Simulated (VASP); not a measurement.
A run of VASP 6.6.1 is set up as follows.

File INCAR:

```
PREC = Accurate ; ENCUT = 520
EDIFF = 1E-6 ; ISMEAR = -1
SIGMA = 0.05 ; LREAL = False
LASPH = True ; NELM = 150
ALGO = Normal ; ISIF = 2
LWAVE = False ; LCHARG = False
ISPIN = 2 ; MAGMOM = 3 0
LORBIT = 11 ; LMAXMIX = 4
GGA = RE ; IVDW = 13
NBANDS = 16
```

Contents of KPOINTS:

```
Automatic mesh
0
Gamma
  9 9 9
```

POSCAR

```
AlFe
1.0
    2.8417597928      0.0000000000      0.0000000000
    0.0000000000      2.8417597928      0.0000000000
    0.0000000000      0.0000000000      2.8417597928
Fe Al
1 1
Direct
    0.5000000000      0.5000000000      0.5000000000
    0.0000000000      0.0000000000      0.0000000000
```

Potentials or basis: VASP PAW PBE potentials, release 64 (Fe, Al).

Launch:

```sh
$ cat potpaw_PBE.64/Fe/POTCAR potpaw_PBE.64/Al/POTCAR > POTCAR
$ mpirun -np 1 vasp_std > vasp.out
```

Problem. What does it give for the dispersion energy per atom?

Solution. -0.689 eV.

Problem. What does it give for the site moments?

Solution. Fe +0.65; Al -0.02 μB.

Problem. Predict the pressure.

Solution. -0.2 GPa.

Problem. Predict the net moment.

Solution. 0.61 μB per cell.

Caveat: the PAW data sets were made with another functional, which shifts forces and pressure a little.
